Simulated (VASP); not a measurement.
## Bi: electric field gradients with PBE

Crystal: Bi.

```
CELL_PARAMETERS angstrom
4.44634 0.00000 0.00000
-2.22317 3.85064 0.00000
0.00000 0.00000 11.58752
ATOMIC_POSITIONS crystal
Bi 0.33333 0.66667 0.25000
Bi 0.66667 0.33333 0.75000
```

This cell differs from its parent crystal: volume scaled by 0.94.

```json
{"Program": "VASP 6.6.1", "Task": "electric field gradients", "Functional": "PBE", "Potentials or basis": "VASP PAW PBE potentials, release 64 (Bi_d)", "Cutoff": "520 eV", "k mesh": "9 × 9 × 3", "Occupations": "fermi-dirac, width 0.03 eV", "Spin": "no spin polarisation", "Dipole correction": "no", "Further INCAR settings": "ALGO = Normal; EDIFF = 1e-08; NBANDS = 22"}
```

- Pressure: -3.6 GPa
- Band gap on the k mesh: zero (band 15 reaches 0.79 eV, above the bottom of band 16 at -1.58 eV)

Stress tensor (GPa, compression positive):
```
-5.23  0.00  0.00
 0.00 -5.23  0.00
 0.00  0.00 -0.42
```

Levels at points of the mesh, in eV from the Fermi level:
| k point | band 11 | band 12 | band 13 | band 14 | band 15 | band 16 | band 17 | band 18 | band 19 | band 20 |
| --- | --- | --- | --- | --- | --- | --- | --- | --- | --- | --- |
| (0.00, 0.00, 0.00) | -10.36 | -10.34 | -0.94 | -0.37 | 1.60 | 1.60 | 1.61 | 1.61 | 3.06 | 4.75 |

Electric field gradients, principal values (V/Å²):
```tsv
atom	least	middle	greatest (by size)
1 Bi	62.789	62.793	-125.582
2 Bi	62.789	62.793	-125.582
```

Run time: 72 s on 1 thread of Intel Xeon 6975P-C (shared host), peak memory 0.35 GiB.

Caveat: without QUAD_EFG the Cq values of the log hold for a quadrupole moment of 1 mb, not for the nuclei; spin-orbit coupling is left out, which moves the levels of the heavy elements.
